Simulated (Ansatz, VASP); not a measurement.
One calculation of B4AsN3, two programs

The input INCAR:

```
PREC     = Accurate       # precision mode
ENCUT    = 600            # plane-wave cutoff, eV
EDIFF    = 1E-6           # SCF threshold, eV
ISMEAR   = -1             # smearing method
SIGMA    = 0.02           # smearing width, eV
LREAL    = False          # projectors in reciprocal space
LASPH    = True           # aspherical terms in the spheres
NELM     = 120            # most SCF steps
ALGO     = Normal         # electronic algorithm
ISIF     = 2              # what is computed and relaxed
LWAVE    = False          # write WAVECAR
LCHARG   = False          # write CHGCAR
GGA      = PE             # functional
NBANDS   = 31             # bands
GGA_COMPAT= False
```

Contents of KPOINTS:

```
Automatic mesh
0
Gamma
  10 6 6
```

File POSCAR:

```
B4AsN3
1.0
    2.7735253790      0.0000000000      0.0000000000
    0.0000000000      2.8258492763      3.9759275773
    0.0000000000     -2.8258492763      3.9759275773
N As B
3 1 4
Direct
    0.0000000000      0.0033841712      0.0033841712
    0.5000000000      0.0080621893      0.4871432091
    0.5000000000      0.4871432091      0.0080621893
    0.0000000000      0.5011661304      0.5011661304
    0.5000000000      0.8811572140      0.8811572140
    0.0000000000      0.9131466194      0.3610568296
    0.0000000000      0.3610568296      0.9131466194
    0.5000000000      0.3448836371      0.3448836371
```

Input for Ansatz:

```yaml
crystal:
  lattice:
    - [2.773525379, 0.0, 0.0]
    - [0.0, 2.8258492763, 3.9759275773]
    - [0.0, -2.8258492763, 3.9759275773]
  atoms:
    - { symbol: "N", position: [0.0, 0.0033841712, 0.0033841712] }
    - { symbol: "N", position: [0.5, 0.0080621893, 0.4871432091] }
    - { symbol: "N", position: [0.5, 0.4871432091, 0.0080621893] }
    - { symbol: As, position: [0.0, 0.5011661304, 0.5011661304] }
    - { symbol: B, position: [0.5, 0.881157214, 0.881157214] }
    - { symbol: B, position: [0.0, 0.9131466194, 0.3610568296] }
    - { symbol: B, position: [0.0, 0.3610568296, 0.9131466194] }
    - { symbol: B, position: [0.5, 0.3448836371, 0.3448836371] }
kpoints:
  mp_grid: { grid: [10, 6, 6] }
  band_path:
    path:
      - [[0.0, 0.0, 0.0], [0.0, 0.5, 0.5], [0.0, 0.6237122962733, 0.3762877037267]]
      - [[0.0, 0.3762877037267, -0.3762877037267], [0.0, 0.0, 0.0], [0.5, 0.0, 0.0], [0.5, 0.3762877037267, -0.3762877037267]]
      - [[0.5, 0.6237122962733, 0.3762877037267], [0.5, 0.5, 0.5], [0.0, 0.5, 0.5]]
      - [[0.0, 0.0, 0.0], [0.0, 0.5, 2.969669816452e-17], [0.5, 0.5, 2.969669816452e-17], [0.5, 0.0, 0.0], [0.5, 0.5, 0.5]]
    npoints: 10
hamiltonian:
  xc: pbe
scf:
  occupations: { method: fermi_dirac, width: 0.02 }
  n_extra_bands: 6
output:
  forces: true
  stress: true
  eigenvalues: true
```

Alike in both runs: task single point; functional PBE; k mesh 10 × 6 × 6; occupations fermi-dirac, width 0.02 eV; no spin polarisation.

```csv
,VASP,Ansatz
version,VASP 6.6.1,Ansatz 0.2.0
potentials or method,"VASP PAW PBE potentials, release 64 (N, As_d, B)","plane waves, PAW"
plane-wave cutoff (eV),600,420
valence electrons in the cell,42,42
```

Ansatz gave:

```
pressure (GPa)                                                : 3.2
traceless stress, the component that is largest in VASP (GPa) : -0.54
rms of the force components (eV/Å)                            : 0.123
```

Question: Which values does VASP return?

Answer: Pressure (GPa): 2.9; traceless stress, the component that is largest in VASP (GPa): -0.50; rms of the force components (eV/Å): 0.111.

Atom by atom the forces differ by 0.014 eV/Å (rms over components). The functional is the same, so the differences come from potentials, cutoffs and numerics.
